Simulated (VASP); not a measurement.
Here is a VASP 6.6.1 calculation.

INCAR

```
SYSTEM = BaTiO3
ALGO = Normal ; EDIFF = 1E-6
ENCUT = 600 ; GGA_COMPAT = .FALSE.
ISIF = 2 ; ISMEAR = -1
KPAR = 4 ; LASPH = .TRUE.
LCHARG = .FALSE. ; LDAU = .TRUE.
LDAUJ = 0 0 0 ; LDAUL = -1 2 -1
LDAUPRINT = 1 ; LDAUTYPE = 2
LDAUU = 0 5 0 ; LMAXMIX = 4
LREAL = .FALSE. ; LWAVE = .FALSE.
NBANDS = 51 ; NELM = 200
PREC = Accurate ; SIGMA = 0.05
```

The input KPOINTS:

```
k-points
0
G
  7 5 5
  0 0 0
```

Contents of POSCAR:

```
BaTiO3
1.0
   -2.7910396339     -1.6114064674     -2.2788747813
    2.7909910008     -4.8340795864     -0.0000391568
   -2.7909885223     -1.6113213674      4.5576272633
Ba Ti O
2 2 6
Direct
    0.0042818453      1.0000074741      0.9957187615
    1.0042706296      0.4999976114      0.4957177718
    0.5043205370      1.0000171094      0.4957040558
    0.5043347698      0.5000164386     -0.0042980187
    0.5042242312      0.2499743923      0.7457774043
    0.5042481775      0.7500157081      0.2457381223
    0.5042518955      0.7499670342      0.7457488503
    0.5042398931      0.2500143864      0.2457816986
    1.0042148637     -0.0000000848      0.4957546619
    0.0042131572      0.4999899304     -0.0042433078
```

Potentials or basis: VASP PAW LDA potentials, release 64 (Ba_sv, Ti_sv, O).

Launch:

```console
$ cat potpaw_LDA.64/Ba_sv/POTCAR potpaw_LDA.64/Ti_sv/POTCAR potpaw_LDA.64/O/POTCAR > POTCAR
$ mpirun -np 4 vasp_std > vasp.out
```

(1) Estimate the band gap on the k mesh.

(2) What does it give for the pressure?

## Answers

(1) 2.34 eV.

(2) 5.0 GPa.

Caveat: the cell stands under pressure; spin-orbit coupling is left out, which moves the levels of the heavy elements.
